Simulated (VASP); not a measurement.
# LiF (P6_3mc) in VASP: a series of runs

Aim: see how the results for LiF move with the level of theory and the settings. Levels: PBEsol, PBE. Tasks: electric field gradients.

Everything below comes from runs of VASP 6.6.1. Logs are shortened: lines on timing, memory, paths and dates and some standing lists are left out, and cuts for length are marked.

**1. The cell of the first run**

The structure is hexagonal, space group P6_3mc (No. 186). Conventional cell: a = 3.061 Å, b = 3.061 Å, c = 4.807 Å, α = 90.00°, β = 90.00°, γ = 120.00°. Within 2.5 Å of Li (site symmetry 3m) lie 4 F at 1.85 to 1.86 Å. Within 2.5 Å of F (site symmetry 3m) lie 4 Li at 1.85 to 1.86 Å.

**2. Electric field gradients, PBEsol, non-collinear spin, zero start, spin-orbit coupling**

INCAR reads:

```
  PREC = Accurate
  ENCUT = 520
  EDIFF = 1E-8
  ISMEAR = -1
  SIGMA = 0.02
  LREAL = F
  LASPH = T
  NELM = 150
  ALGO = Normal
  ISIF = 2
  LWAVE = F
  LCHARG = F
  MAGMOM = 0 0 0 0 0 0 0 0 0 0 0 0
  LORBIT = 11
  LSORBIT = T
  GGA_COMPAT = F
  LORBMOM = T
  GGA = PS
  LEFG = T
  NBANDS = 34
```

KPOINTS reads:

```
regular mesh
0
Gamma
  7 7 4
```

POSCAR reads:

```
LiF
1.0
    3.0609398175      0.0000000000      0.0000000000
   -1.5304699087      2.6508516414      0.0000000000
    0.0000000000      0.0000000000      4.8073245700
Li F
2 2
Direct
    0.3333333333      0.6666666667      0.3811542600
    0.6666666667      0.3333333333      0.8811542600
    0.3333333333      0.6666666667      0.9938437400
    0.6666666667      0.3333333333      0.4938437400
```

Potentials or basis: VASP PAW PBE potentials, release 64 (Li_sv, F).

Run with:

```bash
cat potpaw_PBE.64/Li_sv/POTCAR potpaw_PBE.64/F/POTCAR > POTCAR
mpirun -np 1 vasp_ncl > vasp.out
```

OUTCAR:

```text
PREC = Accurate
   ENCUT = 520
   EDIFF = 1E-8
   ISMEAR = -1
   LREAL = F
   LASPH = T
   NELM = 150
   ISIF = 2
   LORBIT = 11
   LSORBIT = T
   GGA = PS

 ion  position               nearest neighbor table
   1  0.333  0.667  0.381-   4 1.85   4 1.85   4 1.85   3 1.86
   2  0.667  0.333  0.881-   3 1.85   3 1.85   3 1.85   4 1.86
   3  0.333  0.667  0.994-   2 1.85   2 1.85   2 1.85   1 1.86
   4  0.667  0.333  0.494-   1 1.85   1 1.85   1 1.85   2 1.86

  LATTYP: Found a hexagonal cell.
 ALAT       =     3.0609398175
 C/A-ratio  =     1.5705387419

  Lattice vectors:

 A1 = (   3.0609398175,   0.0000000000,   0.0000000000)
 A2 = (  -1.5304699087,   2.6508516414,   0.0000000000)
 A3 = (   0.0000000000,   0.0000000000,   4.8073245700)

Analysis of symmetry for initial positions (statically):
=====================================================================
 Subroutine PRICEL returns:
 Original cell was already a primitive cell.

 Routine SETGRP: Setting up the symmetry group for a
 hexagonal supercell.

 Subroutine GETGRP returns: Found 12 space group operations
 (whereof  6 operations were pure point group operations)
 out of a pool of 24 trial point group operations.

The static configuration has the point symmetry C_3v.
 The point group associated with its full space group is C_6v.

Analysis of symmetry for dynamics (positions and initial velocities):
=====================================================================
 Subroutine PRICEL returns:
 Original cell was already a primitive cell.

 Routine SETGRP: Setting up the symmetry group for a
 hexagonal supercell.

 Subroutine GETGRP returns: Found 12 space group operations
 (whereof  6 operations were pure point group operations)
 out of a pool of 24 trial point group operations.

The dynamic configuration has the point symmetry C_3v.
 The point group associated with its full space group is C_6v.

Analysis of structural, dynamic, and magnetic symmetry:
=====================================================================
 Subroutine PRICEL returns:
 Original cell was already a primitive cell.

 Routine SETGRP: Setting up the symmetry group for a
 hexagonal supercell.

 Subroutine GETGRP returns: Found 12 space group operations
 (whereof  6 operations were pure point group operations)
 out of a pool of 24 trial point group operations.

The overall configuration has the point symmetry C_3v.
 The point group associated with its full space group is C_6v.

 Subroutine INISYM returns: Found 12 space group operations
 (whereof  6 operations are pure point group operations),
 and found     1 'primitive' translations

----------------------------------------------------------------------------------------

                                     Primitive cell

  volume of cell :      39.0071

  direct lattice vectors                    reciprocal lattice vectors
     3.060939817  0.000000000  0.000000000     0.326697047  0.188618628  0.000000000
    -1.530469909  2.650851641  0.000000000     0.000000000  0.377237256  0.000000000
     0.000000000  0.000000000  4.807324570     0.000000000  0.000000000  0.208015911

  length of vectors
     3.060939817  3.060939817  4.807324570     0.377237256  0.377237256  0.208015911

  position of ions in fractional coordinates (direct lattice)
     0.333333333  0.666666667  0.381154260
     0.666666667  0.333333333  0.881154260
     0.333333333  0.666666667  0.993843740
     0.666666667  0.333333333  0.493843740

  ion indices of the primitive-cell ions
   primitive index   ion index
                 1           1
                 2           2
                 3           3
                 4           4

----------------------------------------------------------------------------------------

 KPOINTS: regular mesh

Automatic generation of k-mesh.
 Grid dimensions read from file:
 generate k-points for:    7    7    4

 Generating k-lattice:

  Cartesian coordinates                     Fractional coordinates (reciprocal lattice)
     0.046671007  0.026945518  0.000000000     0.142857143 -0.000000000  0.000000000
     0.000000000  0.053891037  0.000000000     0.000000000  0.142857143  0.000000000
     0.000000000  0.000000000  0.052003978     0.000000000  0.000000000  0.250000000

  Length of vectors
     0.053891037  0.053891037  0.052003978

  Shift w.r.t. Gamma in fractional coordinates (k-lattice)
     0.000000000  0.000000000  0.000000000

 Subroutine IBZKPT returns following result:
[... 105 lines left out ...]
 fundamental gap:      7.7306885273
 Fermi energy:        -1.8791419844

 k-point     1 :       0.0000    0.0000    0.0000
  band No.  band energies     occupation
      1     -42.1774      1.00000
      2     -42.1774      1.00000
      3     -42.1295      1.00000
      4     -42.1295      1.00000
      5     -21.8115      1.00000
      6     -21.8115      1.00000
[... 829 lines left out ...]
     31      16.0314      0.00000
     32      16.0346      0.00000

 [... further k-points ...]

 [bands above 32 left out]

------------------------ aborting loop because EDIFF is reached ----------------------------------------

  FORCE on cell =-STRESS in cart. coord.  units (eV):
  Direction    XX          YY          ZZ          XY          YZ          ZX
  --------------------------------------------------------------------------------------
  -------------------------------------------------------------------------------------
  Total        0.3899293      0.3899293      0.2475885      0.0000000      0.0000000      0.0000000
  in kB       16.0159542     16.0159542     10.1694478      0.0000000      0.0000000      0.0000000
  external PRESSURE =      14.0671188 kB  Pullay stress =       0.0000000 kB

 VOLUME and BASIS-vectors are now :
 -----------------------------------------------------------------------------
  energy-cutoff  :      520.00
  volume of cell :       39.01
      direct lattice vectors                 reciprocal lattice vectors
     3.060939817  0.000000000  0.000000000     0.326697047  0.188618628  0.000000000
    -1.530469909  2.650851641  0.000000000     0.000000000  0.377237256  0.000000000
     0.000000000  0.000000000  4.807324570     0.000000000  0.000000000  0.208015911

 POSITION                                       TOTAL-FORCE (eV/Angst)
 -----------------------------------------------------------------------------------
     -0.00000      1.76723      1.83233        -0.000000      0.000000     -0.000746
      1.53047      0.88362      4.23599         0.000000     -0.000000     -0.000746
     -0.00000      1.76723      4.77773        -0.000000      0.000000      0.000746
      1.53047      0.88362      2.37407         0.000000      0.000000      0.000746
 -----------------------------------------------------------------------------------
    total drift:                                0.000000     -0.000000     -0.004148

  FREE ENERGIE OF THE ION-ELECTRON SYSTEM (eV)
  ---------------------------------------------------
  free  energy   TOTEN  =       -19.5993924307 eV

  energy  without entropy=      -19.5993924307  energy(sigma->0) =      -19.59939243

 Electric field gradients (V/A^2)
---------------------------------------------------------------------
 ion       V_xx      V_yy      V_zz      V_xy      V_xz      V_yz
---------------------------------------------------------------------
   1      -0.039    -0.037     0.076     0.001     0.000    -0.000
   2      -0.039    -0.037     0.076     0.001    -0.000     0.000
   3       0.239     0.244    -0.483     0.004    -0.000     0.000
   4       0.239     0.244    -0.483     0.004     0.000    -0.000
---------------------------------------------------------------------

 Electric field gradients after diagonalization (V/A^2)
 (convention: |V_zz| > |V_xx| > |V_yy|)
----------------------------------------------------------------------
 ion       V_xx      V_yy      V_zz     asymmetry (V_yy - V_xx)/ V_zz
----------------------------------------------------------------------
   1      -0.040    -0.036     0.076       0.042
   2      -0.040    -0.036     0.076       0.042
   3       0.247     0.237    -0.483       0.021
   4       0.247     0.237    -0.483       0.021
----------------------------------------------------------------------

           NMR quadrupolar parameters

 Cq : quadrupolar parameter    Cq=e*Q*V_zz/h
 eta: asymmetry parameters     (V_yy - V_xx)/ V_zz
 Q  : nuclear electric quadrupole moment in mb (millibarn)
----------------------------------------------------------------------
 ion       Cq(MHz)       eta       Q (mb)
----------------------------------------------------------------------
   1       0.000       0.042       1.000
   2       0.000       0.042       1.000
   3      -0.001       0.021       1.000
   4      -0.001       0.021       1.000
----------------------------------------------------------------------

 orbital moment (x)

 # of ion     p       tot
 --------------------------------
  1        -0.000  -0.000
  2         0.000   0.000
  3         0.000   0.000
  4        -0.000  -0.000
 --------------------------------
           -0.000  -0.000

 orbital moment (y)

 # of ion     p       tot
 --------------------------------
  1         0.000   0.000
  2        -0.000  -0.000
  3         0.000   0.000
  4         0.000   0.000
 --------------------------------
            0.000   0.000

 orbital moment (z)

 # of ion     p       tot
 --------------------------------
  1        -0.000  -0.000
  2        -0.000  -0.000
  3         0.000   0.000
  4         0.000   0.000
 --------------------------------
           -0.000  -0.000

 Spin-Orbit-Coupling matrix elements

 Ion:    1  E_soc:     -0.0000002
 l=   1
     0.0000000    -0.0000000    -0.0000000
    -0.0000000     0.0000000    -0.0000000
    -0.0000000    -0.0000000     0.0000000
 l=   2
     0.0000000     0.0000000     0.0000000     0.0000000     0.0000000
     0.0000000     0.0000000     0.0000000     0.0000000     0.0000000
     0.0000000     0.0000000     0.0000000     0.0000000     0.0000000
     0.0000000     0.0000000     0.0000000     0.0000000     0.0000000
     0.0000000     0.0000000     0.0000000     0.0000000     0.0000000
 l=   3
     0.0000000     0.0000000     0.0000000     0.0000000     0.0000000     0.0000000     0.0000000
     0.0000000     0.0000000     0.0000000     0.0000000     0.0000000     0.0000000     0.0000000
     0.0000000     0.0000000     0.0000000     0.0000000     0.0000000     0.0000000     0.0000000
     0.0000000     0.0000000     0.0000000     0.0000000     0.0000000     0.0000000     0.0000000
[... 49 lines left out ...]
 l=   2
     0.0000000     0.0000000     0.0000000     0.0000000     0.0000000
     0.0000000     0.0000000     0.0000000     0.0000000     0.0000000
     0.0000000     0.0000000     0.0000000     0.0000000     0.0000000
     0.0000000     0.0000000     0.0000000     0.0000000     0.0000000
     0.0000000     0.0000000     0.0000000     0.0000000     0.0000000
 l=   3
     0.0000000     0.0000000     0.0000000     0.0000000     0.0000000     0.0000000     0.0000000
     0.0000000     0.0000000     0.0000000     0.0000000     0.0000000     0.0000000     0.0000000
     0.0000000     0.0000000     0.0000000     0.0000000     0.0000000     0.0000000     0.0000000
     0.0000000     0.0000000     0.0000000     0.0000000     0.0000000     0.0000000     0.0000000
     0.0000000     0.0000000     0.0000000     0.0000000     0.0000000     0.0000000     0.0000000
     0.0000000     0.0000000     0.0000000     0.0000000     0.0000000     0.0000000     0.0000000
     0.0000000     0.0000000     0.0000000     0.0000000     0.0000000     0.0000000     0.0000000

 total charge

# of ion       s       p       d       tot
------------------------------------------
    1        2.027   0.070   0.000   2.097
    2        2.027   0.070   0.000   2.097
    3        1.727   4.405   0.000   6.131
    4        1.727   4.405   0.000   6.131
--------------------------------------------------
tot          7.506   8.950   0.000  16.456

 magnetization (x)

# of ion       s       p       d       tot
------------------------------------------
    1       -0.000   0.000   0.000   0.000
    2        0.000  -0.000   0.000  -0.000
    3        0.000   0.000   0.000   0.000
    4       -0.000  -0.000   0.000  -0.000
--------------------------------------------------
tot          0.000  -0.000   0.000  -0.000

 magnetization (y)

# of ion       s       p       d       tot
------------------------------------------
    1        0.000   0.000   0.000   0.000
    2        0.000   0.000   0.000   0.000
    3        0.000   0.000   0.000   0.000
    4       -0.000   0.000   0.000  -0.000
--------------------------------------------------
tot          0.000   0.000   0.000   0.000

 magnetization (z)

# of ion       s       p       d       tot
------------------------------------------
    1       -0.000  -0.000   0.000  -0.000
    2        0.000  -0.000   0.000   0.000
    3        0.000  -0.000   0.000  -0.000
    4        0.000  -0.000   0.000  -0.000
--------------------------------------------------
tot          0.000  -0.000   0.000  -0.000
```

Wall time 80 s (1 thread of Intel Xeon Platinum 8259CL at 2.50GHz (Skylake/Cascade Lake), shared host); peak memory 0.26 GiB.

Results:

- Free energy: -19.5994 eV
- Net moment: 0.00 μB per cell
- Largest electric field gradient by atom: Li +0.1; F -0.5 V/Å²
- Valence electrons inside the program's atomic spheres: Li 2.10; F 6.13

Moments on the atoms (μB; x, y, z):
```
Li  0.00 0.00 0.00
Li  0.00 0.00 0.00
F   0.00 0.00 0.00
F   0.00 0.00 0.00
```

Electric field gradients, principal values (V/Å²):
```tsv
atom	least	middle	greatest (by size)
1 Li	-0.036	-0.040	0.076
2 Li	-0.036	-0.040	0.076
3 F	0.237	0.247	-0.483
4 F	0.237	0.247	-0.483
```

Caveat: the cutoff is under 1.25 times the usual one of these potentials, so pressure, stress and relaxed cells hold a basis-set (Pulay) error; without QUAD_EFG the Cq values of the log hold for a quadrupole moment of 1 mb, not for the nuclei; the PAW data sets were made with another functional, which shifts forces and pressure a little.

[end of part 1 of 2]
